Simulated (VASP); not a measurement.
Input of a VASP 6.6.1 run:

INCAR

```
  PREC = Accurate
  ENCUT = 520
  EDIFF = 1E-6
  ISMEAR = -1
  SIGMA = 0.05
  LREAL = False
  LASPH = True
  NELM = 150
  ALGO = Normal
  ISIF = 2
  LWAVE = False
  LCHARG = False
  LMAXMIX = 4
  LDAU = True
  LDAUTYPE = 2
  LDAUL = 2 -1
  LDAUU = 5 0
  LDAUJ = 0 0
  LDAUPRINT = 1
  GGA = PS
  NBANDS = 18
```

KPOINTS

```
Automatic mesh
0
Gamma
  8 8 5
```

The input POSCAR:

```
PtSe2
1.0
    3.7240000000      0.0000000000      0.0000000000
   -1.8620000000      3.2250786037      0.0000000000
    0.0000000000      0.0000000000      5.0620000000
Pt Se
1 2
Direct
    0.0000000000      0.0000000000      0.0000000000
    0.6666666667      0.3333333333      0.7500000000
    0.3333333333      0.6666666667      0.2500000000
```

Potentials or basis: VASP PAW PBE potentials, release 64 (Pt, Se).

Run with:

```bash
$ cat potpaw_PBE.64/Pt/POTCAR potpaw_PBE.64/Se/POTCAR > POTCAR
$ mpirun -np 1 vasp_std > vasp.out
```

(1) Estimate the band gap on the k mesh.

(2) Predict the largest force.

Answers

(1) zero (band 11 reaches 6.70 eV, above the bottom of band 12 at 6.18 eV).

(2) 0.095 eV/Å.

Caveat: the PAW data sets were made with another functional, which shifts forces and pressure a little; spin-orbit coupling is left out, which moves the levels of the heavy elements; U without spin polarisation on a metal has little footing.
